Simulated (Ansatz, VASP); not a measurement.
# Two plane-wave programs on CdSe

INCAR

```
SYSTEM = CdSe
ALGO     = Normal         ! electronic algorithm
EDIFF    = 1E-7           ! SCF threshold, eV
ENCUT    = 520            ! plane-wave cutoff, eV
GGA      = PS             ! functional
ISIF     = 2              ! what is computed and relaxed
ISMEAR   = -1             ! smearing method
LASPH    = .True.         ! aspherical terms in the spheres
LCHARG   = .False.        ! write CHGCAR
LREAL    = .False.        ! projectors in reciprocal space
LWAVE    = .False.        ! write WAVECAR
NBANDS   = 16             ! bands
NELM     = 60             ! most SCF steps
PREC     = Accurate       ! precision mode
SIGMA    = 0.05           ! smearing width, eV
```

KPOINTS

```
k-points
0
Gamma
  6 6 6
  0 0 0
```

POSCAR

```
CdSe
1.0
    0.0431093700      2.8955126850      2.8955126850
    2.8955126850      0.0431093700      2.8955126850
    2.8955126850      2.8955126850      0.0431093700
Cd Se
1 1
Direct
    0.0000000000      0.0000000000      0.0000000000
    0.5000000000      0.5000000000      0.5000000000
```

Input for Ansatz:

```yaml
crystal:
  lattice:
    - [0.04310937, 2.895512685, 2.895512685]
    - [2.895512685, 0.04310937, 2.895512685]
    - [2.895512685, 2.895512685, 0.04310937]
  atoms:
    - { symbol: Cd, position: [0.0, 0.0, 0.0] }
    - { symbol: Se, position: [0.5, 0.5, 0.5] }
basis:
  ecutwfc: 517.016338673772
kpoints:
  mp_grid:
    grid: [6, 6, 6]
hamiltonian:
  xc: pbesol
  pseudopotentials:
    kind: paw
scf:
  occupations:
    method: fermi_dirac
    width: 0.05
output:
  stress: true
```

Alike in both runs: task single point; functional PBEsol; k mesh 6 × 6 × 6; occupations fermi-dirac, width 0.05 eV; no spin polarisation.

```csv
,VASP,Ansatz
version,VASP 6.6.1,Ansatz 0.2.0
potentials or method,"VASP PAW PBE potentials, release 64 (Cd, Se), cutoff 520 eV","plane waves, PAW"
valence electrons in the cell,18,36
```

VASP gave:

* pressure (GPa): -3.4
* traceless stress, the component that is largest in VASP (GPa): -0.36

Task: Which values does Ansatz return?

Result: Pressure (GPa): -3.7; traceless stress, the component that is largest in VASP (GPa): -0.36.

VASP's potentials were made for PBE, not for PBEsol. VASP's potentials hold 18 valence electrons a cell and Ansatz's 36, so a difference there can come from the potentials and not from the codes.
